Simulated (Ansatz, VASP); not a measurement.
**HfF5: VASP beside Ansatz**

```xyz
6
Lattice="5.3712 -2.0876 0.0000 5.3712 2.0876 0.0000 0.0000 0.0000 5.0790" Properties=species:S:1:pos:R:3 pbc="T T T"
Hf    5.3712    0.0000    2.5395
F     6.8324    0.0000    1.1909
F     3.9099    0.0000    1.1909
F     3.9099    0.0000    3.8880
F     6.8324    0.0000    3.8880
F     0.0000    0.0000    2.5395
```

Alike in both runs: functional PBE; k mesh 4 × 4 × 4; occupations gaussian, width 0.1 eV; no spin polarisation.

Ansatz relaxed the structure, and its values are those at the end. VASP's run is a single point on that final structure, the one shown.

|  | VASP | Ansatz |
| --- | --- | --- |
| version | VASP 6.6.1 | Ansatz 0.2.0 |
| potentials or method | VASP PAW PBE potentials, release 64 (Hf_pv, F), cutoff 520 eV | scalar-relativistic, plane waves, PAW |
| valence electrons in the cell | 45 | 61 |

Ansatz gave:

```
gap on the k mesh at the Fermi level (eV) : none
pressure (GPa)                            : 0.0
rms of the force components (eV/Å)        : 0.001
```

Problem. Estimate VASP's values.

Solution. gap on the k mesh at the Fermi level (eV): none; pressure (GPa): -1.2; rms of the force components (eV/Å): 0.078.

A gap of «none» marks a metal or a gap that the smearing closes. The functional is the same, so the differences come from potentials, cutoffs and numerics. VASP's potentials hold 45 valence electrons a cell and Ansatz's 61, so a difference there can come from the potentials and not from the codes.

The k mesh is coarse, so the values compare programs but aren't converged. Neither program's run includes spin-orbit coupling.
